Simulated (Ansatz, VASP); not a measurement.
## RbCl in VASP and in Ansatz

```
CELL_PARAMETERS angstrom
0.00000 3.30690 3.30690
3.30690 0.00000 3.30690
3.30690 3.30690 0.00000
ATOMIC_POSITIONS crystal
Rb 0.50000 0.50000 0.50000
Cl 0.00000 0.00000 0.00000
```

Alike in both runs: task single point; functional r2SCAN; k mesh 6 × 6 × 6; occupations gaussian, width 0.05 eV; no spin polarisation.

|  | VASP | Ansatz |
| --- | --- | --- |
| version | VASP 6.6.1 | Ansatz 0.2.0 |
| potentials or method | VASP PAW PBE potentials, release 64 (Rb_sv, Cl), cutoff 550 eV | scalar-relativistic, plane waves, PAW |
| valence electrons in the cell | 16 | 16 |

```tsv
	VASP	Ansatz	Ansatz less VASP
gap on the k mesh at the Fermi level (eV)	5.55	5.55	-0.001
least direct gap on the mesh (eV)	5.55	5.55	-0.001
pressure (GPa)	0.0	0.0	-0.01
```

VASP's potentials were made for PBE, not for r2SCAN. The functional is the same, so the differences come from potentials, cutoffs and numerics.
